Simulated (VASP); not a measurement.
# ScTl2PtN3 (P3m1) in VASP: a series of runs

ScTl2PtN3 is run at these levels: PBE; tasks: single point.

Program: VASP 6.6.1. These are calculated values, not measurements. Logs are shortened: lines on timing, memory, paths and dates and some standing lists are left out, and cuts for length are marked.

## 1. The cell of the first run

It takes space group P3m1 (No. 156, trigonal). Conventional cell: a = 3.300 Å, b = 3.300 Å, c = 11.820 Å, α = 90.00°, β = 90.00°, γ = 120.00°. Sc (site symmetry 3m) has 6 N at 2.16 to 2.37 Å within 2.9 Å. Within 3.7 Å of Tl (site symmetry 3m) lie 3 N at 2.80 Å and 1 Pt at 3.01 Å and 6 Tl at 3.30 Å. Tl (site symmetry 3m) has 3 N at 2.60 Å and 6 Tl at 3.30 Å and 3 Sc at 3.38 Å within 3.4 Å. Within 2.8 Å of Pt (site symmetry 3m) lie 6 N at 2.13 to 2.17 Å. N (site symmetry 3m) has 3 Sc at 2.16 Å and 3 Tl at 2.60 Å within 2.9 Å. N (site symmetry 3m) has 3 Pt at 2.17 Å and 3 Sc at 2.37 Å and 3 N at 2.75 Å within 2.9 Å. Within 2.8 Å of N (site symmetry 3m) lie 3 Pt at 2.13 Å and 3 N at 2.75 Å and 3 Tl at 2.80 Å.

## 2. Single point, PBE

Input file INCAR:

```
PREC = Accurate ; ENCUT = 520
EDIFF = 1E-7 ; ISMEAR = 0
SIGMA = 0.01 ; LREAL = F
LASPH = T ; NELM = 100
ALGO = Normal ; ISIF = 2
LWAVE = F ; LCHARG = F
GGA = PE ; NBANDS = 40
```

Input file KPOINTS:

```
Automatic mesh
0
Gamma
  12 12 4
```

Input file POSCAR:

```
ScTl2PtN3
1.0
    3.3003233730      0.0000000000      0.0000000000
   -1.6501616865      2.8581638817      0.0000000000
    0.0000000000      0.0000000000     11.8204094149
Sc Tl Pt N
1 2 1 3
Direct
    0.0000000000      0.0000000000      0.3924246262
    0.3333333333      0.6666666667      0.8538800596
    0.6666666667      0.3333333333      0.1560913875
    0.3333333333      0.6666666667      0.5992523232
    0.3333333333      0.6666666667      0.3057859831
    0.6666666667      0.3333333333      0.5121605100
    0.0000000000      0.0000000000      0.6804051104
```

Potentials or basis: VASP PAW PBE potentials, release 64 (Sc_sv, Tl_d, Pt, N).

Run with:

```
$ cat potpaw_PBE.64/Sc_sv/POTCAR potpaw_PBE.64/Tl_d/POTCAR potpaw_PBE.64/Pt/POTCAR potpaw_PBE.64/N/POTCAR > POTCAR
$ mpirun -np 1 vasp_std > vasp.out
```

OUTCAR:

```text
PREC = Accurate
   ENCUT = 520
   EDIFF = 1E-7
   ISMEAR = 0
   LREAL = F
   LASPH = T
   NELM = 100
   ISIF = 2
   GGA = PE

 ion  position               nearest neighbor table
   1  0.000  0.000  0.392-   5 2.16   5 2.16   5 2.16   6 2.37   6 2.37   6 2.37   4 3.10   4 3.10
                             4 3.10   3 3.38   3 3.38   3 3.38
   2  0.333  0.667  0.854-   7 2.80   7 2.80   7 2.80   4 3.01   3 4.05   3 4.05   3 4.05
   3  0.667  0.333  0.156-   5 2.60   5 2.60   5 2.60   1 3.38   1 3.38   1 3.38   2 4.05   2 4.05
                             2 4.05
   4  0.333  0.667  0.599-   7 2.13   7 2.13   7 2.13   6 2.17   6 2.17   6 2.17   2 3.01   1 3.10
                             1 3.10   1 3.10
   5  0.333  0.667  0.306-   1 2.16   1 2.16   1 2.16   3 2.60   3 2.60   3 2.60
   6  0.667  0.333  0.512-   4 2.17   4 2.17   4 2.17   1 2.37   1 2.37   1 2.37
   7  0.000  0.000  0.680-   4 2.13   4 2.13   4 2.13   2 2.80   2 2.80   2 2.80

  LATTYP: Found a hexagonal cell.
 ALAT       =     3.3003233730
 C/A-ratio  =     3.5815912803

  Lattice vectors:

 A1 = (   3.3003233730,   0.0000000000,   0.0000000000)
 A2 = (  -1.6501616865,   2.8581638817,   0.0000000000)
 A3 = (   0.0000000000,   0.0000000000,  11.8204094149)

Analysis of symmetry for initial positions (statically):
=====================================================================
 Subroutine PRICEL returns:
 Original cell was already a primitive cell.

 Routine SETGRP: Setting up the symmetry group for a
 hexagonal supercell.

 Subroutine GETGRP returns: Found  6 space group operations
 (whereof  6 operations were pure point group operations)
 out of a pool of 24 trial point group operations.

The static configuration has the point symmetry C_3v.

Analysis of symmetry for dynamics (positions and initial velocities):
=====================================================================
 Subroutine PRICEL returns:
 Original cell was already a primitive cell.

 Routine SETGRP: Setting up the symmetry group for a
 hexagonal supercell.

 Subroutine GETGRP returns: Found  6 space group operations
 (whereof  6 operations were pure point group operations)
 out of a pool of 24 trial point group operations.

The dynamic configuration has the point symmetry C_3v.

 Subroutine INISYM returns: Found  6 space group operations
 (whereof  6 operations are pure point group operations),
 and found     1 'primitive' translations

----------------------------------------------------------------------------------------

                                     Primitive cell
[... 102 lines left out ...]
   LREAL  =      F    real-space projection
   EDIFFG = 0.1E-05   stopping-criterion for IOM
   NSW    =      0    number of steps for IOM
   IBRION =     -1    ionic relax: 0-MD 1-quasi-New 2-CG
   NFREE  =      0    steps in history (QN), initial steepest desc. (CG)
   ISIF   =      2    stress and relaxation
   ISYM   =      2    0-nonsym 1-usesym 2-fastsym
   POTIM  = 0.5000    time-step for ionic-motion
   TEBEG  =    0.0;   TEEND  =   0.0 temperature during run
   PSTRESS=    0.0 pullay stress
   NELECT =      62.0000    total number of electrons
   NUPDOWN=      -1.0000    fix difference up-down
   EMIN   =  10.00;   EMAX   =-10.00  energy-range for DOS
   EFERMI =   0.00;   METHOD = LEGACY
   ISMEAR =     0;   SIGMA  =   0.01  broadening in eV -4-tet -1-fermi 0-gaus
   EFERMI_NEDOS =   21; number of points for ismear=-14 and -15
   IALGO  =     38    algorithm
   IMIX   =      4    mixing-type and parameters
     AMIX     =   0.40;   BMIX     =  1.00
     AMIX_MAG =   1.60;   BMIX_MAG =  1.00
  volume/ion in A,a.u.               =      15.93       107.49
  Fermi-wavevector in a.u.,A,eV,Ry     =   1.346212  2.543971 24.657646  1.812286
  Thomas-Fermi vector in A             =   2.474062
   LORBIT       =      0    0 simple, 1 ext, 2 COOP (PROOUT), +10 PAW based schemes
   GGA     = PE    functional components
   LHFCALC =     F    Hartree Fock is set to
   AEXX    =    0.0000 exact exchange contribution
   IVDW    =     0    specifies the selected vdW correction
   LEPSILON=     F    determine dielectric tensor
   LRPA    =     F    only Hartree local field effects (RPA)
 non-spin polarized calculation
 Gauss-broadening in eV      SIGMA  =   0.01
  energy-cutoff  :      520.00
  volume of cell :      111.50
 maximum number of plane-waves:      3036
 NGX is ok and might be reduce to    28
   NGX = 13   NGY = 13   NGZ = 43

 number of electron      62.0000004 magnetization

 Free energy of the ion-electron system (eV)
  ---------------------------------------------------
  ext. energy  EPLUGINS =         0.00000000
  ---------------------------------------------------
  free energy    TOTEN  =       -42.14519210 eV

  energy without entropy =      -42.14518761  energy(sigma->0) =      -42.14518985

 E-fermi :   6.5032     XC(G=0): -11.0748

 val. band max:        6.4848454763   @ k =   0.1667   0.0000   0.2500
 cond. band min:       6.5193946571   @ k =   0.5000   0.0000   0.5000
 fundamental gap:      0.0345491809
 Fermi energy:         6.5031642615

 k-point     1 :       0.0000    0.0000    0.0000
  band No.  band energies     occupation
      1     -41.9720      2.00000
      2     -20.7721      2.00000
      3     -20.4320      2.00000
      4     -20.4320      2.00000
      5      -9.3420      2.00000
      6      -7.1995      2.00000
[... 1021 lines left out ...]
     39      12.6333      0.00000
     40      12.7817      0.00000

 [... further k-points ...]
[... 5 lines left out ...]
  --------------------------------------------------------------------------------------
  -------------------------------------------------------------------------------------
  Total        0.1106756      0.1106756      0.0879257      0.0000000      0.0000000      0.0000000
  in kB        1.5903270      1.5903270      1.2634270      0.0000000      0.0000000      0.0000000
  external PRESSURE =       1.4813603 kB  Pullay stress =       0.0000000 kB

 VOLUME and BASIS-vectors are now :
 -----------------------------------------------------------------------------
  energy-cutoff  :      520.00
  volume of cell :      111.50
      direct lattice vectors                 reciprocal lattice vectors
     3.300323373  0.000000000  0.000000000     0.303000611  0.174937485  0.000000000
    -1.650161686  2.858163882  0.000000000     0.000000000  0.349874969  0.000000000
     0.000000000  0.000000000 11.820409415     0.000000000  0.000000000  0.084599439

 POSITION                                       TOTAL-FORCE (eV/Angst)
 -----------------------------------------------------------------------------------
      0.00000      0.00000      4.63862        -0.000000     -0.000000      0.034912
     -0.00000      1.90544     10.09321         0.000000     -0.000000     -0.006502
      1.65016      0.95272      1.84506         0.000000     -0.000000     -0.016915
     -0.00000      1.90544      7.08341        -0.000000     -0.000000     -0.007936
     -0.00000      1.90544      3.61452        -0.000000     -0.000000     -0.053408
      1.65016      0.95272      6.05395        -0.000000      0.000000      0.034018
      0.00000      0.00000      8.04267        -0.000000      0.000000      0.015831
 -----------------------------------------------------------------------------------
    total drift:                                0.000000     -0.000000      0.000737

  FREE ENERGIE OF THE ION-ELECTRON SYSTEM (eV)
  ---------------------------------------------------
  free  energy   TOTEN  =       -42.1451920974 eV

  energy  without entropy=      -42.1451876098  energy(sigma->0) =      -42.14518985
```

stdout:

```text
POSCAR found type information on POSCAR ScTlPtN
 POSCAR found :  4 types and       7 ions
 scaLAPACK will be used
 LDA part: xc-table for (Slater+PW92), standard interpolation
 POSCAR, INCAR and KPOINTS ok, starting setup
 FFT: planning ... GRIDC
 FFT: planning ... GRID_SOFT
 FFT: planning ... GRID
 WAVECAR not read
 entering main loop
```

It took 5.9 min on 1 thread of Intel Xeon Platinum 8488C (Sapphire Rapids), shared host; peak memory 0.46 GiB.

Results:

* Free energy: -42.1452 eV
* Pressure: 0.1 GPa
* Largest force: 0.053 eV/Å
* Band gap on the k mesh: 0.03 eV (least direct gap 0.89 eV)

Forces in eV/Å, atoms in the order of the input:
```
Sc   0.000  0.000  0.035
Tl   0.000  0.000 -0.007
Tl   0.000  0.000 -0.017
Pt   0.000  0.000 -0.008
N    0.000  0.000 -0.053
N    0.000  0.000  0.034
N    0.000  0.000  0.016
```

Levels at points of the mesh, in eV from the valence-band top:
| k point | band 27 | band 28 | band 29 | band 30 | band 31 | band 32 | band 33 | band 34 | band 35 | band 36 |
| --- | --- | --- | --- | --- | --- | --- | --- | --- | --- | --- |
| (0.00, 0.00, 0.00) | -1.99 | -0.83 | -0.73 | -0.73 | -0.59 | 1.77 | 3.13 | 3.13 | 3.46 | 3.46 |
| (0.50, 0.00, 0.00) | -2.36 | -2.24 | -2.01 | -1.34 | -1.03 | 0.25 | 1.35 | 2.28 | 2.79 | 2.98 |
| (0.00, 0.00, 0.50) | -1.99 | -1.55 | -0.73 | -0.73 | -0.68 | 2.26 | 3.13 | 3.13 | 3.46 | 3.46 |
| (0.50, 0.00, 0.50) | -2.36 | -2.33 | -1.88 | -1.34 | -0.86 | 0.03 | 1.45 | 2.34 | 2.78 | 2.94 |

Caveat: spin-orbit coupling is left out, which moves the levels of the heavy elements. A k mesh can miss the band edges.

## 3. Single point, PBE

Input file INCAR:

```
ALGO = Normal ; EDIFF = 1E-6
ENCUT = 520 ; GGA = PE
ISIF = 2 ; ISMEAR = 0
LASPH = T ; LCHARG = F
LREAL = F ; LWAVE = F
NBANDS = 40 ; NELM = 60
PREC = Accurate ; SIGMA = 0.01
```

Input file KPOINTS:

```
k-points
0
Gamma
  12 12 4
```

Input file POSCAR:

```
ScTl2PtN3
1.0
    3.3002747826      0.0000000000      0.0000000000
   -1.6501373913      2.8581218012      0.0000000000
    0.0000000000      0.0000000000     11.8244051922
Sc Tl Pt N
1 2 1 3
Direct
    0.0000000000      0.0000000000      0.3924488877
    0.3333333333      0.6666666667      0.8537252671
    0.6666666667      0.3333333333      0.1561503777
    0.3333333333      0.6666666667      0.5992334969
    0.3333333333      0.6666666667      0.3058361126
    0.6666666667      0.3333333333      0.5121843088
    0.0000000000      0.0000000000      0.6804215492
```

Potentials or basis: VASP PAW PBE potentials, release 64 (Sc_sv, Tl_d, Pt, N).

Run with:

```
$ cat potpaw_PBE.64/Sc_sv/POTCAR potpaw_PBE.64/Tl_d/POTCAR potpaw_PBE.64/Pt/POTCAR potpaw_PBE.64/N/POTCAR > POTCAR
$ mpirun -np 1 vasp_std > vasp.out
```

It took 5.4 min on 1 thread of Intel Xeon Platinum 8488C (Sapphire Rapids), shared host; peak memory 0.46 GiB.

Results (log left out):

```
Free energy            : -42.1452 eV
Pressure               : 0.1 GPa
Largest force          : 0.052 eV/Å
Band gap on the k mesh : 0.04 eV (least direct gap 0.89 eV)
```

Forces in eV/Å, atoms in the order of the input:
```
Sc   0.000  0.000  0.032
Tl   0.000  0.000 -0.004
Tl   0.000  0.000 -0.016
Pt   0.000  0.000 -0.003
N    0.000  0.000 -0.052
N    0.000  0.000  0.033
N    0.000  0.000  0.009
```

Levels at points of the mesh, in eV from the valence-band top:
```
           k point  band 27  band 28  band 29  band 30  band 31  band 32  band 33  band 34  band 35  band 36
(0.00, 0.00, 0.00)    -1.99    -0.83    -0.73    -0.73    -0.59     1.77     3.13     3.13     3.46     3.46
(0.50, 0.00, 0.00)    -2.36    -2.24    -2.01    -1.34    -1.03     0.25     1.36     2.28     2.79     2.98
(0.00, 0.00, 0.50)    -1.99    -1.55    -0.73    -0.73    -0.68     2.26     3.13     3.13     3.46     3.46
(0.50, 0.00, 0.50)    -2.36    -2.33    -1.88    -1.34    -0.86     0.04     1.45     2.34     2.78     2.94
```

Caveat: spin-orbit coupling is left out, which moves the levels of the heavy elements. A k mesh can miss the band edges.
